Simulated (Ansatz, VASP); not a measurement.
# Two plane-wave programs on BaHfO3

POSCAR

```
BaHfO3
1.0
    4.1352881831      0.0000000000      0.0000000000
    0.0000000000      4.1770587708      0.0000000000
    0.0000000000      0.0000000000      4.1770587708
Ba Hf O
1 1 3
Direct
    0.0000000000      0.0000000000      0.0000000000
    0.5000000000      0.5000000000      0.5000000000
    0.5000000000      0.5000000000      0.0000000000
    0.5000000000      0.0000000000      0.5000000000
    0.0000000000      0.5000000000      0.5000000000
```

The input INCAR.step1:

```
PREC = Accurate
ENCUT = 520
ISMEAR = 0
SIGMA = 0.01
LREAL = False
LASPH = True
NELM = 100
NBANDS = 27
GGA = PE
ALGO = Normal
EDIFF = 1E-4
LWAVE = True
LCHARG = False
```

File INCAR.step2:

```
PREC = Accurate
ENCUT = 520
EDIFF = 1E-6
ISMEAR = 0
SIGMA = 0.01
LREAL = False
LASPH = True
NELM = 100
ALGO = Normal
ISIF = 2
LWAVE = False
LCHARG = True
METAGGA = R2SCAN
LMIXTAU = True
LELF = True
LVHAR = True
NBANDS = 27
ISTART = 1
```

KPOINTS

```
Automatic mesh
0
Gamma
  6 6 6
```

Input for Ansatz:

```yaml
crystal:
  lattice:
    - [4.1352881831, 0.0, 0.0]
    - [0.0, 4.1770587708, 0.0]
    - [0.0, 0.0, 4.1770587708]
  atoms:
    - { symbol: Ba, position: [0.0, 0.0, 0.0] }
    - { symbol: Hf, position: [0.5, 0.5, 0.5] }
    - { symbol: O, position: [0.5, 0.5, 0.0] }
    - { symbol: O, position: [0.5, 0.0, 0.5] }
    - { symbol: O, position: [0.0, 0.5, 0.5] }
kpoints:
  mp_grid: { grid: [6, 6, 6] }
  band_path:
    path: [[0.0, 0.0, 0.0], [0.0, 0.5, 0.0], [0.5, 0.5, 0.0], [0.5, 0.5, 0.5]]
    npoints: 1
hamiltonian:
  xc: r2scan
scf:
  occupations: { method: fixed }
  n_extra_bands: 5
output:
  forces: true
  stress: true
  eigenvalues: true
```

Change from the starting cell: uniaxial_x strain -1.0%.

Alike in both runs: task single point; functional r2SCAN; k mesh 6 × 6 × 6; no spin polarisation.

|  | VASP | Ansatz |
| --- | --- | --- |
| version | VASP 6.6.1 | Ansatz 0.2.0 |
| potentials or method | VASP PAW PBE potentials, release 64 (Ba_sv, Hf_pv, O) | plane waves, PAW |
| plane-wave cutoff (eV) | 520 | 500 |
| occupations | gaussian, width 0.01 eV | fixed |
| valence electrons in the cell | 38 | 54 |

|  | VASP | Ansatz | Ansatz less VASP |
| --- | --- | --- | --- |
| gap on the k mesh at the Fermi level (eV) | 4.09 | 4.17 | +0.085 |
| pressure (GPa) | 1.1 | 1.8 | +0.73 |
| traceless stress, the component that is largest in VASP (GPa) | 1.78 | 1.80 | +0.025 |

VASP's potentials were made for PBE, not for r2SCAN. VASP's potentials hold 38 valence electrons a cell and Ansatz's 54, so a difference there can come from the potentials and not from the codes.

Spin-orbit coupling is off throughout.
